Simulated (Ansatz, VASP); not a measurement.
Ba: VASP beside Ansatz

POSCAR

```
Ba
1.0
   -2.4822621942      2.4822621942      2.4822621942
    2.4822621942     -2.4822621942      2.4822621942
    2.4822621942      2.4822621942     -2.4822621942
Ba
1
Direct
    0.0000000000      0.0000000000      0.0000000000
```

File INCAR.step1:

```
SYSTEM = Ba
PREC = Accurate ; ENCUT = 520
ISMEAR = 0 ; SIGMA = 0.1
LREAL = .False. ; LASPH = .True.
NELM = 80 ; NBANDS = 11
GGA = PE ; ALGO = Normal
EDIFF = 1E-4 ; LWAVE = .True.
LCHARG = .False.
```

INCAR.step2

```
SYSTEM = Ba
PREC = Accurate ; ENCUT = 520
EDIFF = 1E-7 ; ISMEAR = 0
SIGMA = 0.1 ; LREAL = .False.
LASPH = .True. ; NELM = 80
ALGO = Normal ; ISIF = 2
LWAVE = .False. ; LCHARG = .False.
METAGGA = R2SCAN ; LMIXTAU = .True.
NBANDS = 11 ; ISTART = 1
```

File KPOINTS:

```
regular mesh
0
Gamma
  12 12 12
  0 0 0
```

Input for Ansatz:

```yaml
crystal:
  lattice:
    - [-2.4822621942, 2.4822621942, 2.4822621942]
    - [2.4822621942, -2.4822621942, 2.4822621942]
    - [2.4822621942, 2.4822621942, -2.4822621942]
  atoms:
    - { symbol: Ba, position: [0.0, 0.0, 0.0] }
basis:
  ecutwfc: 500
kpoints:
  mp_grid: { grid: [12, 12, 12] }
hamiltonian:
  xc: r2scan
scf:
  occupations: { method: gaussian, width: 0.1 }
output:
  forces: true
  stress: true
  eigenvalues: true
```

Alike in both runs: task single point; functional r2SCAN; k mesh 12 × 12 × 12; occupations gaussian, width 0.1 eV; no spin polarisation.

```csv
,VASP,Ansatz
version,VASP 6.6.1,Ansatz 0.2.0
potentials or method,"VASP PAW PBE potentials, release 64 (Ba_sv), cutoff 520 eV","scalar-relativistic, plane waves, PAW"
valence electrons in the cell,10,10
```

```tsv
	VASP	Ansatz	Ansatz less VASP
gap on the k mesh at the Fermi level (eV)	none	none	-
pressure (GPa)	0.6	0.5	-0.07
```

VASP's potentials were made for PBE, not for r2SCAN. A gap of «none» marks a metal or a gap that the smearing closes. The functional is the same, so the differences come from potentials, cutoffs and numerics.

Spin-orbit coupling is off throughout.
